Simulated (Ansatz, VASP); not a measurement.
**Zn in VASP and in Ansatz**

Contents of INCAR:

```
SYSTEM = Zn
  ALGO = Normal
  DIPOL = 0.5 0.5 0.500
  EDIFF = 1E-6
  ENCUT = 520
  GGA = PE
  IDIPOL = 3
  ISIF = 2
  ISMEAR = 0
  LASPH = .TRUE.
  LCHARG = .TRUE.
  LDIPOL = .TRUE.
  LELF = .TRUE.
  LREAL = .FALSE.
  LVACPOTAV = .TRUE.
  LVHAR = .TRUE.
  LWAVE = .FALSE.
  NBANDS = 71
  NELM = 80
  PREC = Accurate
  SIGMA = 0.1
```

The input KPOINTS:

```
k-points
0
G
  13 7 1
  0 0 0
```

The input POSCAR:

```
Zn
1.0
    2.6354132486      0.0000000000      0.0000000000
    0.0000000000      5.0918473105      0.0000000000
    0.0000000000      0.0000000000     24.8901175653
Zn
10
Direct
    0.0000000000      0.7500000000      0.3013244104
    0.5000000000      0.2500000000      0.3318898857
    0.5000000000      0.7500000000      0.3930208364
    0.0000000000      0.2500000000      0.4235863117
    0.0000000000      0.7500000000      0.4847172623
    0.5000000000      0.2500000000      0.5152827377
    0.5000000000      0.7500000000      0.5764136883
    0.0000000000      0.2500000000      0.6069791636
    0.0000000000      0.7500000000      0.6681101143
    0.5000000000      0.2500000000      0.6986755896
```

Input for Ansatz:

```yaml
crystal:
  lattice:
    - [2.6354132486, 0.0, 0.0]
    - [0.0, 5.0918473105, 0.0]
    - [0.0, 0.0, 24.8901175653]
  atoms:
    - { symbol: Zn, position: [0.0, 0.75, 0.3013244104] }
    - { symbol: Zn, position: [0.5, 0.25, 0.3318898857] }
    - { symbol: Zn, position: [0.5, 0.75, 0.3930208364] }
    - { symbol: Zn, position: [0.0, 0.25, 0.4235863117] }
    - { symbol: Zn, position: [0.0, 0.75, 0.4847172623] }
    - { symbol: Zn, position: [0.5, 0.25, 0.5152827377] }
    - { symbol: Zn, position: [0.5, 0.75, 0.5764136883] }
    - { symbol: Zn, position: [0.0, 0.25, 0.6069791636] }
    - { symbol: Zn, position: [0.0, 0.75, 0.6681101143] }
    - { symbol: Zn, position: [0.5, 0.25, 0.6986755896] }
basis:
  ecutwfc: 420
kpoints:
  mp_grid: { grid: [13, 7, 1] }
hamiltonian:
  xc: pbe
scf:
  occupations: { method: gaussian, width: 0.1 }
output:
  forces: true
  stress: true
  eigenvalues: true
  write_density: true
  write_potential: true
  elf: true
  volumetric_format: npy
efield:
  axis: 3
  dipole_correction: true
  ramp_width: 0.04
```

Alike in both runs: task single point; functional PBE; k mesh 13 × 7 × 1; occupations gaussian, width 0.1 eV; no spin polarisation.

|  | VASP | Ansatz |
| --- | --- | --- |
| version | VASP 6.6.1 | Ansatz 0.2.0 |
| potentials or method | VASP PAW PBE potentials, release 64 (Zn), cutoff 520 eV | scalar-relativistic, plane waves, PAW |
| valence electrons in the cell | 120 | 120 |

```csv
,VASP,Ansatz,Ansatz less VASP
gap on the k mesh at the Fermi level (eV),none,none,-
rms of the force components (eV/Å),0.158,0.155,-0.0031
"work function, face that differs most (eV)",4.34,4.34,+0.004
```

Atom by atom the forces differ by 0.006 eV/Å (rms over components). A gap of «none» marks a metal or a gap that the smearing closes. Ansatz's warnings: xc potential rough in thin density.
